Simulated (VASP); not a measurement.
# RePbF6 (Pm-3) in VASP: further runs

Runs on RePbF6. Level: PBE. Tasks: single point.

All numbers are computed with VASP 6.6.1; they aren't measurements. Logs are shortened: lines on timing, memory, paths and dates and some standing lists are left out, and cuts for length are marked.

## (1) The cell of the first run

Symmetry: Pm-3, No. 200, cubic system. The conventional cell has a = 4.512 Å, b = 4.512 Å, c = 4.512 Å, α = 90.00°, β = 90.00°, γ = 90.00°. Re (site symmetry m-3) has 12 F at 2.50 Å within 3.3 Å. Pb (site symmetry m-3) has 12 F at 2.54 Å within 3.4 Å. Within 2.9 Å of F (site symmetry mm2) lie 10 F at 2.17 to 2.76 Å and 2 Re at 2.50 Å and 2 Pb at 2.54 Å.

## (2) Single point, PBE, collinear spin, ferromagnetic start

INCAR

```
PREC = Accurate ; ENCUT = 520
EDIFF = 1E-6 ; ISMEAR = 0
SIGMA = 0.1 ; LREAL = False
LASPH = True ; NELM = 150
ALGO = Normal ; ISIF = 2
LWAVE = False ; LCHARG = True
ISPIN = 2 ; MAGMOM = 1 0 0 0 0 0 0 0
LORBIT = 11 ; LMAXMIX = 4
GGA = PE ; LELF = True
LVHAR = True ; NBANDS = 46
```

KPOINTS

```
Automatic mesh
0
Gamma
  4 4 4
```

POSCAR

```
RePbF6
1.0
    4.5122638361      0.0000000000      0.0000000000
    0.0000000000      4.5122638361      0.0000000000
    0.0000000000      0.0000000000      4.5122638361
Re Pb F
1 1 6
Direct
    0.5000000000      0.5000000000      0.5000000000
    0.0000000000      0.0000000000      0.0000000000
    0.0000000000      0.5000000000      0.7402441419
    0.5000000000      0.2597558581      0.0000000000
    0.7402441419      0.0000000000      0.5000000000
    0.0000000000      0.5000000000      0.2597558581
    0.5000000000      0.7402441419      0.0000000000
    0.2597558581      0.0000000000      0.5000000000
```

Potentials or basis: VASP PAW PBE potentials, release 64 (Re, Pb_d, F).

Started as:

```sh
cat potpaw_PBE.64/Re/POTCAR potpaw_PBE.64/Pb_d/POTCAR potpaw_PBE.64/F/POTCAR > POTCAR
mpirun -np 1 vasp_std > vasp.out
```

OUTCAR:

```text
PREC = Accurate
   ENCUT = 520
   EDIFF = 1E-6
   ISMEAR = 0
   LREAL = False
   LASPH = True
   NELM = 150
   ISIF = 2
   ISPIN = 2
   LORBIT = 11
   GGA = PE

 ion  position               nearest neighbor table
   1  0.500  0.500  0.500-   3 2.50   4 2.50   5 2.50   6 2.50   7 2.50   8 2.50   4 2.50   7 2.50
                             5 2.50   8 2.50   3 2.50   6 2.50
   2  0.000  0.000  0.000-   3 2.54   4 2.54   5 2.54   6 2.54   7 2.54   8 2.54   5 2.54   8 2.54
                             3 2.54   6 2.54   4 2.54   7 2.54
   3  0.000  0.500  0.740-   1 2.50   1 2.50   2 2.54   2 2.54
   4  0.500  0.260  0.000-   1 2.50   1 2.50   2 2.54   2 2.54
   5  0.740  0.000  0.500-   1 2.50   1 2.50   2 2.54   2 2.54
   6  0.000  0.500  0.260-   1 2.50   1 2.50   2 2.54   2 2.54
   7  0.500  0.740  0.000-   1 2.50   1 2.50   2 2.54   2 2.54
   8  0.260  0.000  0.500-   1 2.50   1 2.50   2 2.54   2 2.54

  LATTYP: Found a simple cubic cell.
 ALAT       =     4.5122638361

  Lattice vectors:

 A1 = (   4.5122638361,   0.0000000000,   0.0000000000)
 A2 = (   0.0000000000,   4.5122638361,   0.0000000000)
 A3 = (   0.0000000000,   0.0000000000,   4.5122638361)

Analysis of symmetry for initial positions (statically):
=====================================================================
 Subroutine PRICEL returns:
 Original cell was already a primitive cell.

 Routine SETGRP: Setting up the symmetry group for a
 simple cubic supercell.

 Subroutine GETGRP returns: Found 24 space group operations
 (whereof 24 operations were pure point group operations)
 out of a pool of 48 trial point group operations.

The static configuration has the point symmetry T_h .

Analysis of symmetry for dynamics (positions and initial velocities):
=====================================================================
 Subroutine PRICEL returns:
 Original cell was already a primitive cell.

 Routine SETGRP: Setting up the symmetry group for a
 simple cubic supercell.

 Subroutine GETGRP returns: Found 24 space group operations
 (whereof 24 operations were pure point group operations)
 out of a pool of 48 trial point group operations.

The dynamic configuration has the point symmetry T_h .

Analysis of structural, dynamic, and magnetic symmetry:
=====================================================================
 Subroutine PRICEL returns:
 Original cell was already a primitive cell.

 Routine SETGRP: Setting up the symmetry group for a
 simple cubic supercell.

 Subroutine GETGRP returns: Found 24 space group operations
 (whereof 24 operations were pure point group operations)
 out of a pool of 48 trial point group operations.

The overall configuration has the point symmetry T_h .

 Subroutine INISYM returns: Found 24 space group operations
 (whereof 24 operations are pure point group operations),
 and found     1 'primitive' translations

----------------------------------------------------------------------------------------

                                     Primitive cell

  volume of cell :      91.8721

  direct lattice vectors                    reciprocal lattice vectors
     4.512263836  0.000000000  0.000000000     0.221618247  0.000000000  0.000000000
     0.000000000  4.512263836  0.000000000     0.000000000  0.221618247  0.000000000
     0.000000000  0.000000000  4.512263836     0.000000000  0.000000000  0.221618247

  length of vectors
     4.512263836  4.512263836  4.512263836     0.221618247  0.221618247  0.221618247

  position of ions in fractional coordinates (direct lattice)
     0.500000000  0.500000000  0.500000000
     0.000000000  0.000000000  0.000000000
     0.000000000  0.500000000  0.740244142
     0.500000000  0.259755858  0.000000000
     0.740244142  0.000000000  0.500000000
     0.000000000  0.500000000  0.259755858
     0.500000000  0.740244142  0.000000000
     0.259755858  0.000000000  0.500000000

  ion indices of the primitive-cell ions
   primitive index   ion index
                 1           1
                 2           2
                 3           3
                 4           4
                 5           5
                 6           6
                 7           7
                 8           8

----------------------------------------------------------------------------------------

 KPOINTS: Automatic mesh

Automatic generation of k-mesh.
 Grid dimensions read from file:
 generate k-points for:    4    4    4

 Generating k-lattice:

  Cartesian coordinates                     Fractional coordinates (reciprocal lattice)
     0.055404562  0.000000000  0.000000000     0.250000000  0.000000000  0.000000000
     0.000000000  0.055404562  0.000000000     0.000000000  0.250000000  0.000000000
     0.000000000  0.000000000  0.055404562     0.000000000  0.000000000  0.250000000

  Length of vectors
     0.055404562  0.055404562  0.055404562

  Shift w.r.t. Gamma in fractional coordinates (k-lattice)
     0.000000000  0.000000000  0.000000000

 Subroutine IBZKPT returns following result:
 ===========================================

 Found     11 irreducible k-points:

 Following reciprocal coordinates:
            Coordinates               Weight
  0.000000  0.000000  0.000000      1.000000
  0.250000  0.000000  0.000000      6.000000
  0.500000  0.000000  0.000000      3.000000
  0.250000  0.250000  0.000000     12.000000
  0.500000  0.250000  0.000000      6.000000
 -0.250000  0.500000  0.000000      6.000000
  0.500000  0.500000  0.000000      3.000000
  0.250000  0.250000  0.250000      8.000000
  0.500000  0.250000  0.250000     12.000000
  0.500000  0.500000  0.250000      6.000000
  0.500000  0.500000  0.500000      1.000000
   k-points           NKPTS =     11   k-points in BZ     NKDIM =     11   number of bands    NBANDS=     46
   number of dos      NEDOS =    301   number of ions     NIONS =      8
   total plane-waves  NPLWV =  46656
   dimension x,y,z NGX =    36 NGY =   36 NGZ =   36
   dimension x,y,z NGXF=    72 NGYF=   72 NGZF=   72
   ions per type =               1   1   6
   NGX,Y,Z   is equivalent  to a cutoff of  13.26, 13.26, 13.26 a.u.
   NGXF,Y,Z  is equivalent  to a cutoff of  26.53, 26.53, 26.53 a.u.
 SYSTEM =  unknown system
   PREC   = accura    normal or accurate (medium, high low for compatibility)
   ISTART =      0    job   : 0-new  1-cont  2-samecut
   ICHARG =      2    charge: 1-file 2-atom 10-const
   ISPIN  =      2    spin polarized calculation?
   LNONCOLLINEAR =      F non collinear calculations
   LSORBIT =      F    spin-orbit coupling
   LASPH  =      T    aspherical Exc in radial PAW
   ENCUT  =  520.0 eV  38.22 Ry    6.18 a.u.   8.39  8.39  8.39*2*pi/ulx,y,z
   NELM   =    150;   NELMIN=  2; NELMDL= -5     # of ELM steps
   EDIFF  = 0.1E-05   stopping-criterion for ELM
   LREAL  =      F    real-space projection
   EDIFFG = 0.1E-04   stopping-criterion for IOM
   NSW    =      0    number of steps for IOM
   IBRION =     -1    ionic relax: 0-MD 1-quasi-New 2-CG
   NFREE  =      0    steps in history (QN), initial steepest desc. (CG)
   ISIF   =      2    stress and relaxation
   ISYM   =      2    0-nonsym 1-usesym 2-fastsym
   POTIM  = 0.5000    time-step for ionic-motion
   TEBEG  =    0.0;   TEEND  =   0.0 temperature during run
   PSTRESS=    0.0 pullay stress
   NELECT =      63.0000    total number of electrons
   NUPDOWN=      -1.0000    fix difference up-down
   EMIN   =  10.00;   EMAX   =-10.00  energy-range for DOS
   EFERMI =   0.00;   METHOD = LEGACY
   ISMEAR =     0;   SIGMA  =   0.10  broadening in eV -4-tet -1-fermi 0-gaus
   EFERMI_NEDOS =   21; number of points for ismear=-14 and -15
   IALGO  =     38    algorithm
   IMIX   =      4    mixing-type and parameters
     AMIX     =   0.40;   BMIX     =  1.00
     AMIX_MAG =   1.60;   BMIX_MAG =  1.00
  volume/ion in A,a.u.               =      11.48        77.50
  Fermi-wavevector in a.u.,A,eV,Ry     =   1.443645  2.728094 28.356065  2.084112
  Thomas-Fermi vector in A             =   2.562030
   LORBIT       =     11    0 simple, 1 ext, 2 COOP (PROOUT), +10 PAW based schemes
   GGA     = PE    functional components
   LHFCALC =     F    Hartree Fock is set to
   AEXX    =    0.0000 exact exchange contribution
   IVDW    =     0    specifies the selected vdW correction
   LEPSILON=     F    determine dielectric tensor
   LRPA    =     F    only Hartree local field effects (RPA)
 spin polarized calculation
 Gauss-broadening in eV      SIGMA  =   0.10
  energy-cutoff  :      520.00
  volume of cell :       91.87
 maximum number of plane-waves:      2517
 NGX is ok and might be reduce to    36
   NGX = 17   NGY = 17   NGZ = 17

 number of electron      63.0000028 magnetization       3.2395661

 Free energy of the ion-electron system (eV)
  ---------------------------------------------------
  ext. energy  EPLUGINS =         0.00000000
  ---------------------------------------------------
  free energy    TOTEN  =       -36.14117281 eV

  energy without entropy =      -36.11330760  energy(sigma->0) =      -36.12724021

 E-fermi :   3.4088     XC(G=0): -11.3487

 val. band max:        3.3814846151   @ k =   0.5000   0.2500   0.2500
 cond. band min:       3.4111596389   @ k =   0.2500   0.2500   0.2500
 fundamental gap:      0.0296750238
 Fermi energy:         3.4087950587

 spin component 1

 k-point     1 :       0.0000    0.0000    0.0000
  band No.  band energies     occupation
      1     -19.5227      1.00000
      2     -18.6924      1.00000
      3     -18.6924      1.00000
      4     -17.8108      1.00000
      5     -17.8108      1.00000
      6     -17.8108      1.00000
[... 35 lines left out ...]
     42      15.2283      0.00000
     43      18.7763      0.00000
[... 418 lines left out ...]
      2     -18.5356      1.00000
      3     -18.5356      1.00000
      4     -18.2765      1.00000
      5     -18.2765      1.00000
      6     -18.2765      1.00000
[... 35 lines left out ...]
     42      13.7366      0.00000
     43      20.8554      0.00000
 Fermi energy:         3.4087950587

 spin component 2

 k-point     1 :       0.0000    0.0000    0.0000
  band No.  band energies     occupation
      1     -19.4762      1.00000
      2     -18.6514      1.00000
      3     -18.6514      1.00000
      4     -17.7732      1.00000
      5     -17.7732      1.00000
      6     -17.7732      1.00000
[... 35 lines left out ...]
     42      16.1734      0.00000
     43      19.0638      0.00000
[... 418 lines left out ...]
      2     -18.4968      1.00000
      3     -18.4968      1.00000
      4     -18.2372      1.00000
      5     -18.2372      1.00000
      6     -18.2372      1.00000
[... 35 lines left out ...]
     42      14.4459      0.00000
     43      21.2012      0.00000
 [bands above 43 left out]

------------------------ aborting loop because EDIFF is reached ----------------------------------------

  FORCE on cell =-STRESS in cart. coord.  units (eV):
  Direction    XX          YY          ZZ          XY          YZ          ZX
  --------------------------------------------------------------------------------------
  -------------------------------------------------------------------------------------
  Total       -0.2736264     -0.2736264     -0.2736264      0.0000000      0.0000000     -0.0000000
  in kB       -4.7718311     -4.7718311     -4.7718311      0.0000000      0.0000000     -0.0000000
  external PRESSURE =      -4.7718311 kB  Pullay stress =       0.0000000 kB

 VOLUME and BASIS-vectors are now :
 -----------------------------------------------------------------------------
  energy-cutoff  :      520.00
  volume of cell :       91.87
      direct lattice vectors                 reciprocal lattice vectors
     4.512263836  0.000000000  0.000000000     0.221618247  0.000000000  0.000000000
     0.000000000  4.512263836  0.000000000     0.000000000  0.221618247  0.000000000
     0.000000000  0.000000000  4.512263836     0.000000000  0.000000000  0.221618247

 POSITION                                       TOTAL-FORCE (eV/Angst)
 -----------------------------------------------------------------------------------
      2.25613      2.25613      2.25613         0.000000      0.000000      0.000000
      0.00000      0.00000      0.00000         0.000000      0.000000      0.000000
      0.00000      2.25613      3.34018         0.000000     -0.000000      0.019374
      2.25613      1.17209      0.00000        -0.000000     -0.019374     -0.000000
      3.34018      0.00000      2.25613         0.019374      0.000000      0.000000
      0.00000      2.25613      1.17209        -0.000000      0.000000     -0.019374
      2.25613      3.34018      0.00000         0.000000      0.019374      0.000000
      1.17209      0.00000      2.25613        -0.019374      0.000000     -0.000000
 -----------------------------------------------------------------------------------
    total drift:                                0.000000      0.000000     -0.000000

  FREE ENERGIE OF THE ION-ELECTRON SYSTEM (eV)
  ---------------------------------------------------
  free  energy   TOTEN  =       -36.1411728074 eV

  energy  without entropy=      -36.1133076037  energy(sigma->0) =      -36.12724021

 total charge

# of ion       s       p       d       tot
------------------------------------------
    1        0.256   0.212   4.095   4.562
    2        1.485   0.323   9.892  11.701
    3        1.751   4.287   0.000   6.038
    4        1.751   4.287   0.000   6.038
    5        1.751   4.287   0.000   6.038
    6        1.751   4.287   0.000   6.038
    7        1.751   4.287   0.000   6.038
    8        1.751   4.287   0.000   6.038
--------------------------------------------------
tot         12.248  26.257  13.987  52.492

 magnetization (x)

# of ion       s       p       d       tot
------------------------------------------
    1        0.038   0.018   2.891   2.946
    2       -0.014   0.001   0.001  -0.013
    3        0.004   0.015   0.000   0.019
    4        0.004   0.015   0.000   0.019
    5        0.004   0.015   0.000   0.019
    6        0.004   0.015   0.000   0.019
    7        0.004   0.015   0.000   0.019
    8        0.004   0.015   0.000   0.019
--------------------------------------------------
tot          0.048   0.109   2.891   3.048
```

It took 91 s on 1 thread of Intel Xeon Platinum 8559C (Emerald Rapids), shared host; peak memory 0.28 GiB.

What came out:

```yaml
Free_energy: -36.1412 eV
Pressure: -0.5 GPa
Largest_force: 0.019 eV/Å
Net_moment: 3.24 μB per cell
Site_moments: Re +2.95; Pb -0.01; F +0.02 μB
Valence_electrons_inside_the_program's_atomic_spheres: Re 4.56; Pb 11.70; F 6.04
```

Forces on the atoms (eV/Å):
```
Re   0.000  0.000  0.000
Pb   0.000  0.000  0.000
F    0.000  0.000  0.019
F    0.000 -0.019  0.000
F    0.019  0.000  0.000
F    0.000  0.000 -0.019
F    0.000  0.019  0.000
F   -0.019  0.000  0.000
```

Caveat: spin-orbit coupling is left out, which moves the levels of the heavy elements.

## (3) Single point, PBE, collinear spin, ferromagnetic start

This run uses another cell than the first one, of 14.76 Å³/atom, 1.286 times its volume.

INCAR

```
PREC = Accurate
ENCUT = 520
EDIFF = 1E-7
ISMEAR = 0
SIGMA = 0.1
LREAL = False
LASPH = True
NELM = 150
ALGO = Normal
ISIF = 2
LWAVE = False
LCHARG = False
ISPIN = 2
MAGMOM = 1 0 0 0 0 0 0 0
LORBIT = 11
LMAXMIX = 4
GGA = PE
NBANDS = 46
```

KPOINTS

```
regular mesh
0
Gamma
  4 4 4
```

POSCAR

```
RePbF6
1.0
    4.9064513600      0.0000000000      0.0000000000
    0.0000000000      4.9064513600      0.0000000000
    0.0000000000      0.0000000000      4.9064513600
Re Pb F
1 1 6
Direct
    0.5000000000      0.5000000000      0.5000000000
    0.0000000000      0.0000000000      0.0000000000
    0.0000000000      0.5000000000      0.7421889900
    0.5000000000      0.2578110100      0.0000000000
    0.7421889900      0.0000000000      0.5000000000
    0.0000000000      0.5000000000      0.2578110100
    0.5000000000      0.7421889900      0.0000000000
    0.2578110100      0.0000000000      0.5000000000
```

Potentials or basis: VASP PAW PBE potentials, release 64 (Re, Pb_d, F).

Started as:

```sh
cat potpaw_PBE.64/Re/POTCAR potpaw_PBE.64/Pb_d/POTCAR potpaw_PBE.64/F/POTCAR > POTCAR
mpirun -np 1 vasp_std > vasp.out
```

Wall time 2.2 min (1 thread of Intel Xeon Platinum 8559C (Emerald Rapids), shared host); peak memory 0.3 GiB.

The run converged. Its results:

- Free energy: -34.5137 eV
- Pressure: -14.6 GPa
- Largest force: 0.261 eV/Å
- Band gap on the k mesh: zero (filled and empty bands overlap)
- Net moment: 3.01 μB per cell
- Site moments: Re +3.42; Pb +0.00; F -0.11 μB
- Valence electrons inside the program's atomic spheres: Re 4.45; Pb 11.62; F 5.97

Forces on the atoms (eV/Å):
```
Re   0.000  0.000  0.000
Pb   0.000  0.000  0.000
F    0.000  0.000 -0.261
F    0.000  0.261  0.000
F   -0.261  0.000  0.000
F    0.000  0.000  0.261
F    0.000 -0.261  0.000
F    0.261  0.000  0.000
```

Levels at points of the mesh, in eV from the Fermi level:
Spin up:
| k point | band 29 | band 30 | band 31 | band 32 | band 33 | band 34 | band 35 | band 36 |
| --- | --- | --- | --- | --- | --- | --- | --- | --- |
| (0.00, 0.00, 0.00) | -0.53 | -0.02 | -0.02 | -0.02 | 0.11 | 0.11 | 0.11 | 1.99 |
| (0.50, 0.00, 0.00) | -0.63 | -0.51 | -0.03 | -0.01 | 0.01 | 0.05 | 0.10 | 2.78 |
| (0.50, 0.50, 0.00) | -1.23 | -0.67 | -0.19 | -0.16 | 0.02 | 0.07 | 0.23 | 3.60 |
| (0.50, 0.50, 0.50) | -1.31 | -0.60 | -0.60 | -0.60 | 0.03 | 0.24 | 0.24 | 4.16 |
Spin down:
```csv
k point,band 27,band 28,band 29,band 30,band 31,band 32,band 33,band 34
"(0.00, 0.00, 0.00)",-1.46,-0.38,-0.38,-0.38,1.71,1.71,2.11,2.11
"(0.50, 0.00, 0.00)",-1.37,-0.68,-0.43,-0.37,1.43,1.58,1.93,2.09
"(0.50, 0.50, 0.00)",-1.39,-1.30,-0.42,-0.36,1.38,1.55,1.73,2.12
"(0.50, 0.50, 0.50)",-1.50,-1.38,-1.38,-0.02,1.53,1.53,1.53,2.07
```

Caveat: spin-orbit coupling is left out, which moves the levels of the heavy elements.
